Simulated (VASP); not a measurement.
FeGe:

```xyz
8
Lattice="4.7000 0.0000 0.0000 0.0000 4.7000 0.0000 0.0000 0.0000 4.7000" Properties=species:S:1:pos:R:3 pbc="T T T"
Fe    0.6392    0.6392    0.6392
Fe    2.9892    1.7108    4.0608
Fe    4.0608    2.9892    1.7108
Fe    1.7108    4.0608    2.9892
Ge    3.9621    3.9621    3.9621
Ge    1.6121    3.0879    0.7379
Ge    0.7379    1.6121    3.0879
Ge    3.0879    0.7379    1.6121
```

| Quantity | Value |
| --- | --- |
| Program | VASP 6.6.1 |
| Task | relaxation of volume and atoms at fixed shape |
| Functional | LDA |
| Potentials or basis | VASP PAW LDA potentials, release 64 (Fe, Ge_d) |
| Cutoff | 600 eV |
| k mesh | 8 × 8 × 8 |
| Occupations | gaussian, width 0.05 eV |
| Spin | no spin polarisation |

At the start: pressure -18.6 GPa; volume 12.98 Å³/atom.

Question: How do energy, volume and symmetry change on relaxing?

Answer: Over 10 steps the energy falls by 87.6 meV/atom and the volume is 11.72 Å³/atom (-9.7 %); space group P2_13 (No. 198, to 0.1 Å) before and after.

Step by step:
| step | energy change (eV) | largest force (eV/Å) | pressure (GPa) | volume (Å³) |
| --- | --- | --- | --- | --- |
| 1 | 0.0000 | 0.5323 | -18.56 | 103.82 |
| 2 | 0.4433 | 0.8548 | 37.44 | 82.83 |
| 3 | -0.6818 | 0.3776 | -0.45 | 93.75 |
| 4 | -0.6825 | 0.3697 | 0.24 | 93.51 |
| 5 | -0.6984 | 0.1208 | 0.12 | 93.57 |
| 6 | -0.7003 | 0.0398 | 0.15 | 93.60 |
| 7 | -0.7002 | 0.0411 | 0.14 | 93.60 |
| 8 | -0.7005 | 0.0287 | -0.10 | 93.74 |
| 9 | -0.7005 | 0.0233 | -0.24 | 93.80 |
| 10 | -0.7007 | 0.0036 | -0.10 | 93.75 |

Final structure:
```xyz
8
Lattice="4.5428 0.0000 0.0000 0.0000 4.5428 0.0000 0.0000 0.0000 4.5428" Properties=species:S:1:pos:R:3 pbc="T T T"
Fe    0.6120    0.6120    0.6120
Fe    2.8834    1.6594    3.9308
Fe    3.9308    2.8834    1.6594
Fe    1.6594    3.9308    2.8834
Ge    3.8090    3.8090    3.8090
Ge    1.5376    3.0051    0.7338
Ge    0.7338    1.5376    3.0051
Ge    3.0051    0.7338    1.5376
```
